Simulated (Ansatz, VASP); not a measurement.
## One calculation of GaAs, two programs

```
CELL_PARAMETERS angstrom
0.00000 2.82685 2.82685
2.82685 0.00000 2.82685
2.82685 2.82685 0.00000
ATOMIC_POSITIONS crystal
Ga 0.00000 0.00000 0.00000
As 0.25000 0.25000 0.25000
```

Alike in both runs: functional PBEsol; k mesh 9 × 9 × 9; occupations fermi-dirac, width 0.02 eV; no spin polarisation.

Ansatz relaxed the structure, and its values are those at the end. VASP's run is a single point on that final structure, the one shown.

```csv
,VASP,Ansatz
version,VASP 6.6.1,Ansatz 0.2.0
potentials or method,"VASP PAW PBE potentials, release 64 (Ga_d, As)","plane-wave PAW, scalar-relativistic"
plane-wave cutoff (eV),500,420
valence electrons in the cell,18,28
```

Ansatz gave:

* pressure (GPa): 0.2

Problem. Estimate VASP's values.

Solution. Pressure (GPa): 0.3.

VASP's potentials were made for PBE, not for PBEsol, and Ansatz warns of the same on its side. VASP's potentials hold 18 valence electrons a cell and Ansatz's 28, so a difference there can come from the potentials and not from the codes. Ansatz's warnings: stress scf threshold loose.
